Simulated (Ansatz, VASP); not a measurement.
## One calculation of AgCl, two programs

```
CELL_PARAMETERS angstrom
3.32627 0.00000 0.00000
0.00000 3.32627 0.00000
0.00000 0.00000 3.32627
ATOMIC_POSITIONS crystal
Ag 0.00000 0.00000 0.00000
Cl 0.50000 0.50000 0.50000
```

Alike in both runs: task single point; functional r2SCAN; k mesh 6 × 6 × 6; no spin polarisation.

|  | VASP | Ansatz |
| --- | --- | --- |
| version | VASP 6.6.1 | Ansatz 0.2.0 |
| potentials or method | VASP PAW PBE potentials, release 64 (Ag, Cl) | plane waves, PAW |
| plane-wave cutoff (eV) | 520 | 500 |
| occupations | gaussian, width 0.01 eV | fixed |
| valence electrons in the cell | 18 | 26 |

```csv
,VASP,Ansatz,Ansatz less VASP
gap on the k mesh at the Fermi level (eV),1.24,1.28,+0.042
pressure (GPa),4.0,4.1,+0.08
```

VASP's potentials were made for PBE, not for r2SCAN. VASP's potentials hold 18 valence electrons a cell and Ansatz's 26, so a difference there can come from the potentials and not from the codes.
